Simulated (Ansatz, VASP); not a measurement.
# CuAu: VASP beside Ansatz

Contents of INCAR:

```
PREC     = Accurate       # precision mode
ENCUT    = 520            # plane-wave cutoff, eV
EDIFF    = 1E-7           # SCF threshold, eV
ISMEAR   = 0              # smearing method
SIGMA    = 0.15           # smearing width, eV
LREAL    = False          # projectors in reciprocal space
LASPH    = True           # aspherical terms in the spheres
NELM     = 60             # most SCF steps
ALGO     = Fast           # electronic algorithm
ISIF     = 2              # what is computed and relaxed
LWAVE    = False          # write WAVECAR
LCHARG   = False          # write CHGCAR
GGA      = PS             # functional
NBANDS   = 18             # bands
```

File KPOINTS:

```
regular mesh
0
Gamma
  18 18 14
```

The input POSCAR:

```
CuAu
1.0
    2.8420000000      0.0000000000      0.0000000000
    0.0000000000      2.8420000000      0.0000000000
    0.0000000000      0.0000000000      3.7250500000
Cu Au
1 1
Direct
    0.5000000000      0.5000000000      0.5000000000
    0.0000000000      0.0000000000      0.0000000000
```

Input for Ansatz:

```yaml
crystal:
  lattice:
    - [2.842, 0.0, 0.0]
    - [0.0, 2.842, 0.0]
    - [0.0, 0.0, 3.72505]
  atoms:
    - { symbol: Cu, position: [0.5, 0.5, 0.5] }
    - { symbol: Au, position: [0.0, 0.0, 0.0] }
basis:
  ecutwfc: 420
kpoints:
  mp_grid: { grid: [18, 18, 14] }
hamiltonian:
  xc: pbesol
scf:
  occupations: { method: gaussian, width: 0.15 }
output:
  forces: true
  stress: true
  eigenvalues: true
```

Change from the starting cell: strain +0.015 along x and y, +0.015 along z, atoms carried along.

Alike in both runs: task single point; functional PBEsol; k mesh 18 × 18 × 14; occupations gaussian, width 0.15 eV; no spin polarisation.

|  | VASP | Ansatz |
| --- | --- | --- |
| version | VASP 6.6.1 | Ansatz 0.2.0 |
| potentials or method | VASP PAW PBE potentials, release 64 (Cu, Au), cutoff 520 eV | scalar-relativistic, plane waves, PAW |
| valence electrons in the cell | 22 | 38 |

Ansatz gave:

* gap on the k mesh at the Fermi level (eV): none
* pressure (GPa): -8.3
* traceless stress, the component that is largest in VASP (GPa): -0.32

Task: Estimate VASP's values.

Result: gap on the k mesh at the Fermi level (eV): none; pressure (GPa): -8.2; traceless stress, the component that is largest in VASP (GPa): -0.28.

VASP's potentials were made for PBE, not for PBEsol. A gap of «none» marks a metal or a gap that the smearing closes. VASP's potentials hold 22 valence electrons a cell and Ansatz's 38, so a difference there can come from the potentials and not from the codes.

Neither program's run includes spin-orbit coupling.
